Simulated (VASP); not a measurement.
# Na (Cmce) in VASP: single point with PBEsol

Aim: the single point of Na with PBEsol.

Everything below comes from runs of VASP 6.6.1. Logs are shortened: lines on timing, memory, paths and dates and some standing lists are left out, and cuts for length are marked.

## 1. The cell of the first run

The typed cell holds 4 atoms: a = 4.012 Å, b = 4.012 Å, c = 9.194 Å, α = 90.00°, β = 90.00°, γ = 78.58°.

## 2. Single point, PBEsol

File INCAR:

```
SYSTEM = Na
  ALGO = Normal
  EDIFF = 1E-6
  ENCUT = 520
  GGA = PS
  ISIF = 2
  ISMEAR = 0
  LASPH = .TRUE.
  LCHARG = .TRUE.
  LELF = .TRUE.
  LREAL = .FALSE.
  LVHAR = .TRUE.
  LWAVE = .FALSE.
  NBANDS = 22
  NELM = 60
  PREC = Accurate
  SIGMA = 0.1
```

File KPOINTS:

```
k-points
0
G
  4 4 2
  0 0 0
```

File POSCAR:

```
Na
1.0
    3.1050809822     -2.5405579680      0.0000000000
    3.1050809822      2.5405579680      0.0000000000
    0.0000000000      0.0000000000      9.1938424129
Na
4
Direct
    0.7506882636      0.2493117364      0.1249403986
    0.7493117364      0.2506882636      0.6249403986
    0.2493117364      0.7506882636      0.8750596014
    0.2506882636      0.7493117364      0.3750596014
```

Potentials or basis: VASP PAW PBE potentials, release 64 (Na_pv).

The run is started by

```sh
$ cat potpaw_PBE.64/Na_pv/POTCAR > POTCAR
$ mpirun -np 1 vasp_std > vasp.out
```

OUTCAR:

```text
SYSTEM = Na
   EDIFF = 1E-6
   ENCUT = 520
   GGA = PS
   ISIF = 2
   ISMEAR = 0
   LASPH = .TRUE.
   LREAL = .FALSE.
   NELM = 60
   PREC = Accurate

 ion  position               nearest neighbor table
   1  0.751  0.249  0.125-
   2  0.749  0.251  0.625-
   3  0.249  0.751  0.875-
   4  0.251  0.749  0.375-

  LATTYP: Found a base centered orthorhombic cell.
 ALAT       =     5.0811159360
 B/A-ratio  =     1.2222043430
 C/A-ratio  =     1.8094140202

  Lattice vectors:

 A1 = (  -3.1050809822,  -2.5405579680,   0.0000000000)
 A2 = (   3.1050809822,  -2.5405579680,   0.0000000000)
 A3 = (   0.0000000000,   0.0000000000,   9.1938424129)

Analysis of symmetry for initial positions (statically):
=====================================================================
 Subroutine PRICEL returns:
 Original cell was already a primitive cell.

 Routine SETGRP: Setting up the symmetry group for a
 base centered orthorhombic supercell.

 Subroutine GETGRP returns: Found  8 space group operations
 (whereof  4 operations were pure point group operations)
 out of a pool of  8 trial point group operations.

The static configuration has the point symmetry C_2h.
 The point group associated with its full space group is D_2h.

Analysis of symmetry for dynamics (positions and initial velocities):
=====================================================================
 Subroutine PRICEL returns:
 Original cell was already a primitive cell.

 Routine SETGRP: Setting up the symmetry group for a
 base centered orthorhombic supercell.

 Subroutine GETGRP returns: Found  8 space group operations
 (whereof  4 operations were pure point group operations)
 out of a pool of  8 trial point group operations.

The dynamic configuration has the point symmetry C_2h.
 The point group associated with its full space group is D_2h.

 Subroutine INISYM returns: Found  8 space group operations
 (whereof  4 operations are pure point group operations),
 and found     1 'primitive' translations

----------------------------------------------------------------------------------------

                                     Primitive cell

  volume of cell :     145.0538

  direct lattice vectors                    reciprocal lattice vectors
     3.105080982 -2.540557968  0.000000000     0.161026396 -0.196807161  0.000000000
     3.105080982  2.540557968  0.000000000     0.161026396  0.196807161  0.000000000
     0.000000000  0.000000000  9.193842413     0.000000000  0.000000000  0.108768451

  length of vectors
     4.011977405  4.011977405  9.193842413     0.254288338  0.254288338  0.108768451

  position of ions in fractional coordinates (direct lattice)
     0.750688264  0.249311736  0.124940399
     0.749311736  0.250688264  0.624940399
     0.249311736  0.750688264  0.875059601
     0.250688264  0.749311736  0.375059601

  ion indices of the primitive-cell ions
   primitive index   ion index
                 1           1
                 2           2
                 3           3
                 4           4

----------------------------------------------------------------------------------------

 KPOINTS: k-points

Automatic generation of k-mesh.
 Grid dimensions read from file:
 generate k-points for:    4    4    2

 Generating k-lattice:

  Cartesian coordinates                     Fractional coordinates (reciprocal lattice)
     0.040256599 -0.049201790  0.000000000     0.250000000 -0.000000000  0.000000000
     0.040256599  0.049201790  0.000000000    -0.000000000  0.250000000  0.000000000
     0.000000000  0.000000000  0.054384226     0.000000000  0.000000000  0.500000000

  Length of vectors
     0.063572084  0.063572084  0.054384226

  Shift w.r.t. Gamma in fractional coordinates (k-lattice)
     0.000000000  0.000000000  0.000000000

 Subroutine IBZKPT returns following result:
 ===========================================

 Found     14 irreducible k-points:

 Following reciprocal coordinates:
            Coordinates               Weight
  0.000000  0.000000  0.000000      1.000000
  0.250000  0.000000  0.000000      4.000000
  0.500000  0.000000  0.000000      2.000000
  0.250000  0.250000  0.000000      2.000000
  0.500000  0.250000  0.000000      4.000000
 -0.250000  0.250000  0.000000      2.000000
  0.500000  0.500000  0.000000      1.000000
  0.000000  0.000000  0.500000      1.000000
  0.250000  0.000000  0.500000      4.000000
  0.500000  0.000000  0.500000      2.000000
  0.250000  0.250000  0.500000      2.000000
  0.500000  0.250000  0.500000      4.000000
 -0.250000  0.250000  0.500000      2.000000
  0.500000  0.500000  0.500000      1.000000
   k-points           NKPTS =     14   k-points in BZ     NKDIM =     14   number of bands    NBANDS=     22
   number of dos      NEDOS =    301   number of ions     NIONS =      4
   total plane-waves  NPLWV =  63000
   dimension x,y,z NGX =    30 NGY =   30 NGZ =   70
   dimension x,y,z NGXF=    60 NGYF=   60 NGZF=  140
   ions per type =               4
   NGX,Y,Z   is equivalent  to a cutoff of  12.43, 12.43, 12.66 a.u.
   NGXF,Y,Z  is equivalent  to a cutoff of  24.86, 24.86, 25.32 a.u.
 SYSTEM =  Na
   PREC   = accura    normal or accurate (medium, high low for compatibility)
   ISTART =      0    job   : 0-new  1-cont  2-samecut
   ICHARG =      2    charge: 1-file 2-atom 10-const
   ISPIN  =      1    spin polarized calculation?
   LNONCOLLINEAR =      F non collinear calculations
   LSORBIT =      F    spin-orbit coupling
   LASPH  =      T    aspherical Exc in radial PAW
   ENCUT  =  520.0 eV  38.22 Ry    6.18 a.u.   7.46  7.46 17.09*2*pi/ulx,y,z
   NELM   =     60;   NELMIN=  2; NELMDL= -5     # of ELM steps
   EDIFF  = 0.1E-05   stopping-criterion for ELM
   LREAL  =      F    real-space projection
   EDIFFG = 0.1E-04   stopping-criterion for IOM
   NSW    =      0    number of steps for IOM
   IBRION =     -1    ionic relax: 0-MD 1-quasi-New 2-CG
   NFREE  =      0    steps in history (QN), initial steepest desc. (CG)
   ISIF   =      2    stress and relaxation
   ISYM   =      2    0-nonsym 1-usesym 2-fastsym
   POTIM  = 0.5000    time-step for ionic-motion
   TEBEG  =    0.0;   TEEND  =   0.0 temperature during run
   PSTRESS=    0.0 pullay stress
   NELECT =      28.0000    total number of electrons
   NUPDOWN=      -1.0000    fix difference up-down
   EMIN   =  10.00;   EMAX   =-10.00  energy-range for DOS
   EFERMI =   0.00;   METHOD = LEGACY
   ISMEAR =     0;   SIGMA  =   0.10  broadening in eV -4-tet -1-fermi 0-gaus
   EFERMI_NEDOS =   21; number of points for ismear=-14 and -15
   IALGO  =     38    algorithm
   IMIX   =      4    mixing-type and parameters
     AMIX     =   0.40;   BMIX     =  1.00
     AMIX_MAG =   1.60;   BMIX_MAG =  1.00
  volume/ion in A,a.u.               =      36.26       244.72
  Fermi-wavevector in a.u.,A,eV,Ry     =   0.946131  1.787928 12.179437  0.895163
  Thomas-Fermi vector in A             =   2.074099
   LORBIT       =      0    0 simple, 1 ext, 2 COOP (PROOUT), +10 PAW based schemes
   GGA     = PS    functional components
   LHFCALC =     F    Hartree Fock is set to
   AEXX    =    0.0000 exact exchange contribution
   IVDW    =     0    specifies the selected vdW correction
   LEPSILON=     F    determine dielectric tensor
   LRPA    =     F    only Hartree local field effects (RPA)
 non-spin polarized calculation
 Gauss-broadening in eV      SIGMA  =   0.10
  energy-cutoff  :      520.00
  volume of cell :      145.05
 maximum number of plane-waves:      3934
 NGX is ok and might be reduce to    30
   NGX = 15   NGY = 15   NGZ = 35

 number of electron      28.0000024 magnetization

 Free energy of the ion-electron system (eV)
  ---------------------------------------------------
  ext. energy  EPLUGINS =         0.00000000
  ---------------------------------------------------
  free energy    TOTEN  =        -5.54197106 eV

  energy without entropy =       -5.53328281  energy(sigma->0) =       -5.53762694

 E-fermi :   0.1421     XC(G=0):  -6.5588

 val. band max:        0.0634277807   @ k =   0.5000   0.2500   0.5000
 cond. band min:       0.2867938920   @ k =  -0.2500   0.2500   0.0000
 fundamental gap:      0.2233661113
 Fermi energy:         0.1421082500

 k-point     1 :       0.0000    0.0000    0.0000
  band No.  band energies     occupation
      1     -24.4710      2.00000
      2     -24.4704      2.00000
      3     -24.4511      2.00000
      4     -24.4511      2.00000
      5     -24.4499      2.00000
      6     -24.4498      2.00000
[... 14 lines left out ...]
     21       7.6128      0.00000
     22       7.6154      0.00000

 k-point     2 :       0.2500    0.0000    0.0000
  band No.  band energies     occupation
      1     -24.4692      2.00000
      2     -24.4692      2.00000
      3     -24.4668      2.00000
      4     -24.4637      2.00000
      5     -24.4375      2.00000
      6     -24.4344      2.00000
[... 14 lines left out ...]
     21       6.4765      0.00000
     22       7.8518      0.00000

 k-point     3 :       0.5000    0.0000    0.0000
  band No.  band energies     occupation
      1     -24.4778      2.00000
      2     -24.4778      2.00000
      3     -24.4547      2.00000
      4     -24.4547      2.00000
      5     -24.4482      2.00000
      6     -24.4482      2.00000
[... 14 lines left out ...]
     21       6.3346      0.00000
     22       6.3346      0.00000
[... 226 lines left out ...]
 k-point    13 :      -0.2500    0.2500    0.5000
  band No.  band energies     occupation
      1     -24.4696      2.00000
      2     -24.4696      2.00000
      3     -24.4682      2.00000
      4     -24.4682      2.00000
      5     -24.4382      2.00000
      6     -24.4382      2.00000
[... 14 lines left out ...]
     21       5.8363      0.00000
     22       5.8363      0.00000

 k-point    14 :       0.5000    0.5000    0.5000
  band No.  band energies     occupation
      1     -24.4728      2.00000
      2     -24.4728      2.00000
      3     -24.4579      2.00000
      4     -24.4579      2.00000
      5     -24.4466      2.00000
      6     -24.4466      2.00000
[... 14 lines left out ...]
     21       4.4678      0.00000
     22       4.4678      0.00000

------------------------ aborting loop because EDIFF is reached ----------------------------------------

  FORCE on cell =-STRESS in cart. coord.  units (eV):
  Direction    XX          YY          ZZ          XY          YZ          ZX
  --------------------------------------------------------------------------------------
  -------------------------------------------------------------------------------------
  Total        0.0888325      0.0580645      0.0184153      0.0000000      0.0000000      0.0000000
  in kB        0.9811905      0.6413459      0.2034041      0.0000000      0.0000000      0.0000000
  external PRESSURE =       0.6086468 kB  Pullay stress =       0.0000000 kB

 VOLUME and BASIS-vectors are now :
 -----------------------------------------------------------------------------
  energy-cutoff  :      520.00
  volume of cell :      145.05
      direct lattice vectors                 reciprocal lattice vectors
     3.105080982 -2.540557968  0.000000000     0.161026396 -0.196807161  0.000000000
     3.105080982  2.540557968  0.000000000     0.161026396  0.196807161  0.000000000
     0.000000000  0.000000000  9.193842413     0.000000000  0.000000000  0.108768451

 POSITION                                       TOTAL-FORCE (eV/Angst)
 -----------------------------------------------------------------------------------
      3.10508     -1.27378      1.14868         0.000000      0.003349      0.001026
      3.10508     -1.26678      5.74560         0.000000     -0.003349      0.001026
      3.10508      1.27378      8.04516         0.000000     -0.003349     -0.001026
      3.10508      1.26678      3.44824         0.000000      0.003349     -0.001026
 -----------------------------------------------------------------------------------
    total drift:                                0.000000      0.000000     -0.000000

  FREE ENERGIE OF THE ION-ELECTRON SYSTEM (eV)
  ---------------------------------------------------
  free  energy   TOTEN  =        -5.5419710618 eV

  energy  without entropy=       -5.5332828142  energy(sigma->0) =       -5.53762694
```

Run time: 34 s. Hardware: 1 thread of Intel Xeon 8259CL, shared host; peak memory 0.24 GiB.

What came out:

| Property | Result |
| --- | --- |
| Free energy | -5.5420 eV |
| Pressure | 0.1 GPa |
| Largest force | 0.004 eV/Å |
| Band gap on the k mesh | zero (bands 14 and 15 overlap by 2.31 eV) |

Forces in eV/Å, atoms in the order of the input:
```
Na   0.000  0.003  0.001
Na   0.000 -0.003  0.001
Na   0.000 -0.003 -0.001
Na   0.000  0.003 -0.001
```

Levels at points of the mesh, in eV from the Fermi level:
| k point | band 11 | band 12 | band 13 | band 14 | band 15 | band 16 | band 17 | band 18 |
| --- | --- | --- | --- | --- | --- | --- | --- | --- |
| (0.00, 0.00, 0.00) | -24.57 | -24.57 | -3.10 | -1.29 | -1.28 | 3.65 | 3.93 | 5.70 |
| (0.50, 0.00, 0.00) | -24.57 | -24.57 | -0.64 | -0.64 | 0.88 | 0.88 | 1.37 | 1.37 |
| (0.50, 0.50, 0.00) | -24.57 | -24.57 | 0.62 | 1.02 | 2.26 | 2.26 | 2.37 | 2.65 |
| (0.00, 0.00, 0.50) | -24.57 | -24.57 | -2.64 | -2.64 | 0.89 | 0.89 | 6.14 | 6.14 |
| (0.50, 0.00, 0.50) | -24.57 | -24.57 | -0.20 | -0.20 | -0.20 | -0.20 | 3.26 | 3.26 |
| (0.50, 0.50, 0.50) | -24.57 | -24.57 | 1.03 | 1.03 | 1.46 | 1.46 | 2.77 | 2.77 |

Caveat: the k points lie up to 0.40 Å⁻¹ apart, too coarse for converged energies and pressures of a metal; the PAW data sets were made with another functional, which shifts forces and pressure a little.

The gap in the log of VASP goes by the Fermi energy; the results here count the filled bands.